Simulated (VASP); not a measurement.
A run of VASP 6.6.1:

POSCAR

```
LuCd
1.0
    3.6434742519      0.0000000000      0.0000000000
    0.0000000000      3.6434742519      0.0000000000
    0.0000000000      0.0000000000      3.6434742519
Lu Cd
1 1
Direct
    0.5000000000      0.5000000000      0.5000000000
    0.0000000000      0.0000000000      0.0000000000
```

Contents of INCAR.step1:

```
SYSTEM = LuCd
ALGO = Normal
EDIFF = 1E-4
ENCUT = 520
GGA = PE
ISMEAR = -1
LASPH = .True.
LCHARG = .False.
LREAL = .False.
LWAVE = .True.
NBANDS = 26
NELM = 60
PREC = Accurate
SIGMA = 0.1
```

File INCAR.step2:

```
SYSTEM = LuCd
ALGO = Normal
EDIFF = 1E-7
ENCUT = 520
ISIF = 2
ISMEAR = -1
ISTART = 1
LASPH = .True.
LCHARG = .True.
LELF = .True.
LMIXTAU = .True.
LREAL = .False.
LVHAR = .True.
LWAVE = .False.
METAGGA = R2SCAN
NBANDS = 26
NELM = 60
PREC = Accurate
SIGMA = 0.1
```

The input KPOINTS:

```
k-points
0
Gamma
  10 10 10
  0 0 0
```

Potentials or basis: VASP PAW PBE potentials, release 64 (Lu, Cd).

Command:

```console
$ cat potpaw_PBE.64/Lu/POTCAR potpaw_PBE.64/Cd/POTCAR > POTCAR
$ cp INCAR.step1 INCAR
$ mpirun -np 1 vasp_std > vasp.out
$ cp INCAR.step2 INCAR
$ mpirun -np 1 vasp_std > vasp.out
```

Hardware: 1 thread of Intel(R) Xeon(R) Platinum 8259CL CPU @ 2.50GHz (Skylake/Cascade Lake), on a shared host.

Q: How long does it take, and how much memory?

A: Wall time 5.3 min on 1 thread of Intel(R) Xeon(R) Platinum 8259CL CPU @ 2.50GHz (Skylake/Cascade Lake), with other jobs on the host, peak memory 0.23 GiB. Counts: k points 56.
